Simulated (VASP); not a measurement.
CdSe (CsCl type), 2 atoms in the cell. It takes space group Pm-3m (No. 221, cubic). The conventional cell has a = 3.065 Å, b = 3.065 Å, c = 3.065 Å, α = 90.00°, β = 90.00°, γ = 90.00°. Cd (site symmetry m-3m) has 8 Se at 2.65 Å and 6 Cd at 3.06 Å within 3.5 Å. Within 3.5 Å of Se (site symmetry m-3m) lie 8 Cd at 2.65 Å and 6 Se at 3.06 Å.  This cell differs from its parent crystal: volume scaled by 0.64.

* Program: VASP 6.6.1
* Task: single point
* Functional: PBE
* Potentials or basis: VASP PAW PBE potentials, release 64 (Cd, Se)
* Cutoff: 520 eV
* k mesh: 12 × 12 × 12
* Occupations: fermi-dirac, width 0.05 eV
* Spin: no spin polarisation
* Dipole correction: no
* Further INCAR settings: ALGO = Normal; EDIFF = 1e-06; NBANDS = 16

Potentials or basis: VASP PAW PBE potentials, release 64 (Cd, Se).

Command:

```console
$ cat potpaw_PBE.64/Cd/POTCAR potpaw_PBE.64/Se/POTCAR > POTCAR
$ mpirun -np 1 vasp_std > vasp.out
```

Hardware: 1 thread of Intel Xeon 6975P-C, with other jobs on the host.

Problem. How long does it take, and how much memory?

Solution. Run time: 16 s on 1 thread of Intel Xeon 6975P-C, with other jobs on the host, peak memory 0.17 GiB. Counts: scf iterations 12, k points 84.
